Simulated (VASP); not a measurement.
Here is a VASP 6.6.1 calculation.

File INCAR:

```
SYSTEM = Ga2SbP
  PREC = Accurate
  ENCUT = 520
  EDIFF = 1E-6
  ISMEAR = -1
  SIGMA = 0.02
  LREAL = .False.
  LASPH = .True.
  NELM = 150
  ALGO = Normal
  ISIF = 2
  LWAVE = .False.
  LCHARG = .False.
  LNONCOLLINEAR = .True.
  MAGMOM = 0 0 0 0 0 0 0 0 0 0 0 0
  LORBIT = 11
  LSORBIT = .True.
  GGA_COMPAT = .False.
  LORBMOM = .True.
  GGA = PE
  NBANDS = 50
```

File KPOINTS:

```
Automatic mesh
0
Gamma
  6 6 4
  0 0 0
```

Contents of POSCAR:

```
Ga2SbP
1.0
    4.0926218447      0.0000000000      0.0000000000
    0.0000000000      4.0926218447      0.0000000000
    0.0000000000      0.0000000000      5.8034921710
P Ga Sb
1 2 1
Direct
    0.0000000000      0.0000000000      0.0000000000
    0.0000000000      0.5000000000      0.7759653074
    0.5000000000      0.0000000000      0.2240346926
    0.5000000000      0.5000000000      0.5000000000
```

Potentials or basis: VASP PAW PBE potentials, release 64 (P, Ga_d, Sb).

The run is started by

```console
$ cat potpaw_PBE.64/P/POTCAR potpaw_PBE.64/Ga_d/POTCAR potpaw_PBE.64/Sb/POTCAR > POTCAR
$ mpirun -np 1 vasp_ncl > vasp.out
```

Q: What does it give for the largest force?

A: 0.093 eV/Å.

Q: Predict the net moment.

A: 0.00 μB per cell.

Forces on the atoms (eV/Å):
```
P    0.000  0.000  0.000
Ga   0.000  0.000  0.093
Ga   0.000  0.000 -0.093
Sb   0.000  0.000  0.000
```
